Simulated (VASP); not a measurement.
# MgS (F-43m) in VASP: further runs

MgS is run at these levels: PBE; tasks: single point.

Program: VASP 6.6.1. These are calculated values, not measurements. Logs are shortened: lines on timing, memory, paths and dates and some standing lists are left out, and cuts for length are marked.

## 1. The cell of the first run

The structure is cubic, space group F-43m (No. 216). Conventional cell: a = 5.775 Å, b = 5.775 Å, c = 5.775 Å, α = 90.00°, β = 90.00°, γ = 90.00°. Within 3.3 Å of Mg (site symmetry -43m) lie 4 S at 2.50 Å. S (site symmetry -43m) has 4 Mg at 2.50 Å within 3.3 Å.

## 2. Single point, PBE (strain +2.0%)

File INCAR:

```
ALGO = Normal ; EDIFF = 1E-7
ENCUT = 520 ; GGA = PE
ISIF = 2 ; ISMEAR = 0
LASPH = T ; LCHARG = F
LREAL = F ; LWAVE = F
NBANDS = 11 ; NELM = 60
PREC = Accurate ; SIGMA = 0.01
```

File KPOINTS:

```
k-points
0
Gamma
  4 4 4
```

File POSCAR:

```
MgS
1.0
    0.0000000000      2.8874943781      2.8874943781
    2.8874943781      0.0000000000      2.8874943781
    2.8874943781      2.8874943781      0.0000000000
Mg S
1 1
Direct
    0.0000000000      0.0000000000      0.0000000000
    0.2500000000      0.2500000000      0.2500000000
```

Potentials or basis: VASP PAW PBE potentials, release 64 (Mg, S).

Run with:

```
$ cat potpaw_PBE.64/Mg/POTCAR potpaw_PBE.64/S/POTCAR > POTCAR
$ mpirun -np 1 vasp_std > vasp.out
```

OUTCAR:

```text
EDIFF = 1E-7
   ENCUT = 520
   GGA = PE
   ISIF = 2
   ISMEAR = 0
   LASPH = T
   LREAL = F
   NELM = 60
   PREC = Accurate

 ion  position               nearest neighbor table
   1  0.000  0.000  0.000-   2 2.50   2 2.50   2 2.50   2 2.50
   2  0.250  0.250  0.250-   1 2.50   1 2.50   1 2.50   1 2.50

  LATTYP: Found a face centered cubic cell.
 ALAT       =     5.7749887562

  Lattice vectors:

 A1 = (   0.0000000000,   2.8874943781,   2.8874943781)
 A2 = (   2.8874943781,   0.0000000000,   2.8874943781)
 A3 = (   2.8874943781,   2.8874943781,   0.0000000000)

Analysis of symmetry for initial positions (statically):
=====================================================================
 Subroutine PRICEL returns:
 Original cell was already a primitive cell.

 Routine SETGRP: Setting up the symmetry group for a
 face centered cubic supercell.

 Subroutine GETGRP returns: Found 24 space group operations
 (whereof 24 operations were pure point group operations)
 out of a pool of 48 trial point group operations.

The static configuration has the point symmetry T_d .

Analysis of symmetry for dynamics (positions and initial velocities):
=====================================================================
 Subroutine PRICEL returns:
 Original cell was already a primitive cell.

 Routine SETGRP: Setting up the symmetry group for a
 face centered cubic supercell.

 Subroutine GETGRP returns: Found 24 space group operations
 (whereof 24 operations were pure point group operations)
 out of a pool of 48 trial point group operations.

The dynamic configuration has the point symmetry T_d .

 Subroutine INISYM returns: Found 24 space group operations
 (whereof 24 operations are pure point group operations),
 and found     1 'primitive' translations

----------------------------------------------------------------------------------------

                                     Primitive cell

  volume of cell :      48.1497

  direct lattice vectors                    reciprocal lattice vectors
     0.000000000  2.887494378  2.887494378    -0.173160510  0.173160510  0.173160510
     2.887494378  0.000000000  2.887494378     0.173160510 -0.173160510  0.173160510
     2.887494378  2.887494378  0.000000000     0.173160510  0.173160510 -0.173160510

  length of vectors
     4.083533711  4.083533711  4.083533711     0.299922802  0.299922802  0.299922802

  position of ions in fractional coordinates (direct lattice)
     0.000000000  0.000000000  0.000000000
     0.250000000  0.250000000  0.250000000

  ion indices of the primitive-cell ions
   primitive index   ion index
                 1           1
                 2           2

----------------------------------------------------------------------------------------

 KPOINTS: k-points

Automatic generation of k-mesh.
 Grid dimensions read from file:
 generate k-points for:    4    4    4

 Generating k-lattice:

  Cartesian coordinates                     Fractional coordinates (reciprocal lattice)
    -0.043290128  0.043290128  0.043290128     0.250000000  0.000000000  0.000000000
     0.043290128 -0.043290128  0.043290128     0.000000000  0.250000000  0.000000000
     0.043290128  0.043290128 -0.043290128     0.000000000  0.000000000  0.250000000

  Length of vectors
     0.074980700  0.074980700  0.074980700

  Shift w.r.t. Gamma in fractional coordinates (k-lattice)
     0.000000000  0.000000000  0.000000000

 Subroutine IBZKPT returns following result:
 ===========================================

 Found      8 irreducible k-points:

 Following reciprocal coordinates:
            Coordinates               Weight
  0.000000  0.000000  0.000000      1.000000
  0.250000  0.000000  0.000000      8.000000
  0.500000  0.000000  0.000000      4.000000
  0.250000  0.250000  0.000000      6.000000
  0.500000  0.250000  0.000000     24.000000
 -0.250000  0.250000  0.000000     12.000000
  0.500000  0.500000  0.000000      3.000000
 -0.250000  0.500000  0.250000      6.000000
   k-points           NKPTS =      8   k-points in BZ     NKDIM =      8   number of bands    NBANDS=     11
   number of dos      NEDOS =    301   number of ions     NIONS =      2
   total plane-waves  NPLWV =  27000
   dimension x,y,z NGX =    30 NGY =   30 NGZ =   30
   dimension x,y,z NGXF=    60 NGYF=   60 NGZF=   60
   ions per type =               1   1
   NGX,Y,Z   is equivalent  to a cutoff of  12.21, 12.21, 12.21 a.u.
   NGXF,Y,Z  is equivalent  to a cutoff of  24.43, 24.43, 24.43 a.u.
 SYSTEM =  unknown system
   PREC   = accura    normal or accurate (medium, high low for compatibility)
   ISTART =      0    job   : 0-new  1-cont  2-samecut
   ICHARG =      2    charge: 1-file 2-atom 10-const
   ISPIN  =      1    spin polarized calculation?
   LNONCOLLINEAR =      F non collinear calculations
   LSORBIT =      F    spin-orbit coupling
   LASPH  =      T    aspherical Exc in radial PAW
   ENCUT  =  520.0 eV  38.22 Ry    6.18 a.u.   7.59  7.59  7.59*2*pi/ulx,y,z
   NELM   =     60;   NELMIN=  2; NELMDL= -5     # of ELM steps
   EDIFF  = 0.1E-06   stopping-criterion for ELM
   LREAL  =      F    real-space projection
   EDIFFG = 0.1E-05   stopping-criterion for IOM
   NSW    =      0    number of steps for IOM
   IBRION =     -1    ionic relax: 0-MD 1-quasi-New 2-CG
   NFREE  =      0    steps in history (QN), initial steepest desc. (CG)
   ISIF   =      2    stress and relaxation
   ISYM   =      2    0-nonsym 1-usesym 2-fastsym
   POTIM  = 0.5000    time-step for ionic-motion
   TEBEG  =    0.0;   TEEND  =   0.0 temperature during run
   PSTRESS=    0.0 pullay stress
   NELECT =       8.0000    total number of electrons
   NUPDOWN=      -1.0000    fix difference up-down
   EMIN   =  10.00;   EMAX   =-10.00  energy-range for DOS
   EFERMI =   0.00;   METHOD = LEGACY
   ISMEAR =     0;   SIGMA  =   0.01  broadening in eV -4-tet -1-fermi 0-gaus
   EFERMI_NEDOS =   21; number of points for ismear=-14 and -15
   IALGO  =     38    algorithm
   IMIX   =      4    mixing-type and parameters
     AMIX     =   0.40;   BMIX     =  1.00
     AMIX_MAG =   1.60;   BMIX_MAG =  1.00
  volume/ion in A,a.u.               =      24.07       162.47
  Fermi-wavevector in a.u.,A,eV,Ry     =   0.899996  1.700745 11.020609  0.809992
  Thomas-Fermi vector in A             =   2.022898
   LORBIT       =      0    0 simple, 1 ext, 2 COOP (PROOUT), +10 PAW based schemes
   GGA     = PE    functional components
   LHFCALC =     F    Hartree Fock is set to
   AEXX    =    0.0000 exact exchange contribution
   IVDW    =     0    specifies the selected vdW correction
   LEPSILON=     F    determine dielectric tensor
   LRPA    =     F    only Hartree local field effects (RPA)
 non-spin polarized calculation
 Gauss-broadening in eV      SIGMA  =   0.01
  energy-cutoff  :      520.00
  volume of cell :       48.15
 maximum number of plane-waves:      1316
   NGX = 15   NGY = 15   NGZ = 15

 number of electron       7.9999999 magnetization

 Free energy of the ion-electron system (eV)
  ---------------------------------------------------
  ext. energy  EPLUGINS =         0.00000000
  ---------------------------------------------------
  free energy    TOTEN  =        -8.44555331 eV

  energy without entropy =       -8.44555331  energy(sigma->0) =       -8.44555331

 E-fermi :   0.7640     XC(G=0):  -8.1594

 val. band max:        0.7171703056   @ k =   0.0000   0.0000   0.0000
 cond. band min:       3.8815194767   @ k =   0.0000   0.0000   0.0000
 fundamental gap:      3.1643491712
 Fermi energy:         0.7639570715

 k-point     1 :       0.0000    0.0000    0.0000
  band No.  band energies     occupation
      1     -10.3626      2.00000
      2       0.7172      2.00000
      3       0.7172      2.00000
      4       0.7172      2.00000
      5       3.8815      0.00000
      6       8.5043      0.00000
      7       8.5043      0.00000
      8       8.5043      0.00000
      9      11.4153      0.00000
     10      11.4153      0.00000
     11      13.9397      0.00000

 k-point     2 :       0.2500    0.0000    0.0000
  band No.  band energies     occupation
      1     -10.0853      2.00000
      2      -1.0349      2.00000
      3       0.5536      2.00000
      4       0.5536      2.00000
      5       5.3970      0.00000
      6       8.2626      0.00000
      7       8.7292      0.00000
      8       8.7292      0.00000
      9      10.9919      0.00000
     10      10.9919      0.00000
     11      12.6766      0.00000

 k-point     3 :       0.5000    0.0000    0.0000
  band No.  band energies     occupation
      1      -9.7655      2.00000
      2      -2.2185      2.00000
      3       0.4083      2.00000
      4       0.4083      2.00000
      5       5.6080      0.00000
      6       8.2586      0.00000
      7       8.2586      0.00000
      8       9.0329      0.00000
      9      13.1570      0.00000
     10      13.6564      0.00000
     11      13.6564      0.00000

 k-point     4 :       0.2500    0.2500    0.0000
  band No.  band energies     occupation
      1      -9.9942      2.00000
      2      -0.9471      2.00000
      3       0.1889      2.00000
      4       0.1889      2.00000
      5       5.6999      0.00000
      6       7.0581      0.00000
      7       8.9393      0.00000
      8       9.9423      0.00000
      9       9.9423      0.00000
     10      12.4158      0.00000
     11      15.8278      0.00000

 k-point     5 :       0.5000    0.2500    0.0000
  band No.  band energies     occupation
      1      -9.6742      2.00000
      2      -1.7755      2.00000
      3      -0.5090      2.00000
      4       0.0534      2.00000
      5       5.8740      0.00000
      6       7.4810      0.00000
      7       8.9448      0.00000
      8       9.8292      0.00000
      9      11.9364      0.00000
     10      13.7954      0.00000
     11      14.8003      0.00000

 k-point     6 :      -0.2500    0.2500    0.0000
  band No.  band energies     occupation
      1      -9.7798      2.00000
      2      -1.5691      2.00000
      3      -0.5793      2.00000
      4       0.3905      2.00000
      5       6.8948      0.00000
      6       7.3237      0.00000
      7       8.4547      0.00000
      8       9.2808      0.00000
      9      10.5742      0.00000
     10      13.5239      0.00000
     11      14.5836      0.00000

 k-point     7 :       0.5000    0.5000    0.0000
  band No.  band energies     occupation
      1      -9.5732      2.00000
      2      -1.9355      2.00000
      3      -0.2468      2.00000
      4      -0.2468      2.00000
      5       4.6386      0.00000
      6       6.2669      0.00000
      7      11.3248      0.00000
      8      12.5244      0.00000
      9      12.5244      0.00000
     10      14.3229      0.00000
     11      14.3260      0.00000

 k-point     8 :      -0.2500    0.5000    0.2500
  band No.  band energies     occupation
      1      -9.5661      2.00000
      2      -1.4714      2.00000
      3      -0.9693      2.00000
      4      -0.5070      2.00000
      5       6.2089      0.00000
      6       8.2446      0.00000
      7       8.8254      0.00000
      8       9.0103      0.00000
      9      12.8168      0.00000
     10      14.0977      0.00000
     11      14.2505      0.00000

------------------------ aborting loop because EDIFF is reached ----------------------------------------

  FORCE on cell =-STRESS in cart. coord.  units (eV):
  Direction    XX          YY          ZZ          XY          YZ          ZX
  --------------------------------------------------------------------------------------
  -------------------------------------------------------------------------------------
  Total       -0.6424301     -0.6424301     -0.6424301      0.0000000      0.0000000     -0.0000000
  in kB      -21.3768172    -21.3768172    -21.3768172      0.0000000      0.0000000     -0.0000000
  external PRESSURE =     -21.3768172 kB  Pullay stress =       0.0000000 kB

 VOLUME and BASIS-vectors are now :
 -----------------------------------------------------------------------------
  energy-cutoff  :      520.00
  volume of cell :       48.15
      direct lattice vectors                 reciprocal lattice vectors
     0.000000000  2.887494378  2.887494378    -0.173160510  0.173160510  0.173160510
     2.887494378  0.000000000  2.887494378     0.173160510 -0.173160510  0.173160510
     2.887494378  2.887494378  0.000000000     0.173160510  0.173160510 -0.173160510

 POSITION                                       TOTAL-FORCE (eV/Angst)
 -----------------------------------------------------------------------------------
      0.00000      0.00000      0.00000         0.000000      0.000000     -0.000000
      1.44375      1.44375      1.44375        -0.000000     -0.000000      0.000000
 -----------------------------------------------------------------------------------
    total drift:                               -0.000000     -0.000000     -0.000000

  FREE ENERGIE OF THE ION-ELECTRON SYSTEM (eV)
  ---------------------------------------------------
  free  energy   TOTEN  =        -8.4455533117 eV

  energy  without entropy=       -8.4455533117  energy(sigma->0) =       -8.44555331
```

Wall time 5 s (1 thread of Intel Xeon Platinum 8488C (Sapphire Rapids), shared host); peak memory 0.16 GiB.

Results:

| Item | Value |
| --- | --- |
| Free energy | -8.4456 eV |
| Pressure | -2.1 GPa |
| Band gap on the k mesh | 3.16 eV, direct |

Caveat: the k points lie up to 0.47 Å⁻¹ apart; the cell differs from its parent crystal (strain +2.0%).

## 3. Single point, PBE (strain +3.0%)

File INCAR:

```
PREC     = Accurate       # precision mode
ENCUT    = 520            # plane-wave cutoff, eV
EDIFF    = 1E-7           # SCF threshold, eV
ISMEAR   = 0              # smearing method
SIGMA    = 0.01           # smearing width, eV
LREAL    = F              # projectors in reciprocal space
LASPH    = T              # aspherical terms in the spheres
NELM     = 80             # most SCF steps
ALGO     = Normal         # electronic algorithm
ISIF     = 2              # what is computed and relaxed
LWAVE    = F              # write WAVECAR
LCHARG   = T              # write CHGCAR
GGA      = PE             # functional
LELF     = T              # ELF
LVHAR    = T            
NBANDS   = 11             # bands
```

File KPOINTS:

```
regular mesh
0
Gamma
  4 4 4
```

File POSCAR:

```
MgS
1.0
    0.0000000000      2.9158031465      2.9158031465
    2.9158031465      0.0000000000      2.9158031465
    2.9158031465      2.9158031465      0.0000000000
Mg S
1 1
Direct
    0.0000000000      0.0000000000      0.0000000000
    0.2500000000      0.2500000000      0.2500000000
```

Potentials or basis: VASP PAW PBE potentials, release 64 (Mg, S).

Run with:

```
$ cat potpaw_PBE.64/Mg/POTCAR potpaw_PBE.64/S/POTCAR > POTCAR
$ mpirun -np 1 vasp_std > vasp.out
```

Run time: 5.7 s. Hardware: 1 thread of Intel Xeon Platinum 8488C (Sapphire Rapids), shared host; peak memory 0.17 GiB.

The run converged. Its results:

```
Free energy            : -8.4208 eV
Pressure               : -3.4 GPa
Band gap on the k mesh : 3.03 eV, direct
```

Levels at points of the mesh, in eV from the valence-band top:
| k point | band 1 | band 2 | band 3 | band 4 | band 5 | band 6 | band 7 | band 8 |
| --- | --- | --- | --- | --- | --- | --- | --- | --- |
| (0.00, 0.00, 0.00) | -10.99 | 0.00 | 0.00 | 0.00 | 3.03 | 7.71 | 7.71 | 7.71 |
| (0.50, 0.00, 0.00) | -10.44 | -2.84 | -0.30 | -0.30 | 4.78 | 7.49 | 7.49 | 8.17 |
| (0.50, 0.50, 0.00) | -10.26 | -2.58 | -0.93 | -0.93 | 3.94 | 5.50 | 10.35 | 11.57 |

Caveat: the k points lie up to 0.47 Å⁻¹ apart; the cell differs from its parent crystal (strain +3.0%).

## 4. Single point, PBE (strain +4.0%)

File INCAR:

```
SYSTEM = MgS
ALGO     = Normal         ! electronic algorithm
EDIFF    = 1E-6           ! SCF threshold, eV
ENCUT    = 520            ! plane-wave cutoff, eV
GGA      = PE             ! functional
ISIF     = 2              ! what is computed and relaxed
ISMEAR   = 0              ! smearing method
LASPH    = .True.         ! aspherical terms in the spheres
LCHARG   = .False.        ! write CHGCAR
LREAL    = .False.        ! projectors in reciprocal space
LWAVE    = .False.        ! write WAVECAR
NBANDS   = 11             ! bands
NELM     = 100            ! most SCF steps
PREC     = Accurate       ! precision mode
SIGMA    = 0.01           ! smearing width, eV
```

File KPOINTS:

```
k-points
0
Gamma
  4 4 4
  0 0 0
```

File POSCAR:

```
MgS
1.0
    0.0000000000      2.9441119149      2.9441119149
    2.9441119149      0.0000000000      2.9441119149
    2.9441119149      2.9441119149      0.0000000000
Mg S
1 1
Direct
    0.0000000000      0.0000000000      0.0000000000
    0.2500000000      0.2500000000      0.2500000000
```

Run with:

```
$ cat potpaw_PBE.64/Mg/POTCAR potpaw_PBE.64/S/POTCAR > POTCAR
$ mpirun -np 1 vasp_std > vasp.out
```

Run time: 5.7 s. Hardware: 1 thread of Intel Xeon Platinum 8488C (Sapphire Rapids), shared host; peak memory 0.17 GiB.

It converged, with:

* Free energy: -8.3845 eV
* Pressure: -4.5 GPa
* Band gap on the k mesh: 2.89 eV, direct

Levels at points of the mesh, in eV from the valence-band top:
| k point | band 2 | band 3 | band 4 | band 5 | band 6 | band 7 |
| --- | --- | --- | --- | --- | --- | --- |
| (0.00, 0.00, 0.00) | 0.00 | 0.00 | 0.00 | 2.89 | 7.63 | 7.63 |
| (0.50, 0.00, 0.00) | -2.76 | -0.29 | -0.29 | 4.67 | 7.45 | 7.45 |
| (0.50, 0.50, 0.00) | -2.51 | -0.90 | -0.90 | 3.95 | 5.44 | 10.11 |

Caveat: the k points lie up to 0.46 Å⁻¹ apart; the cell differs from its parent crystal (strain +4.0%).

[end of part 1 of 2]
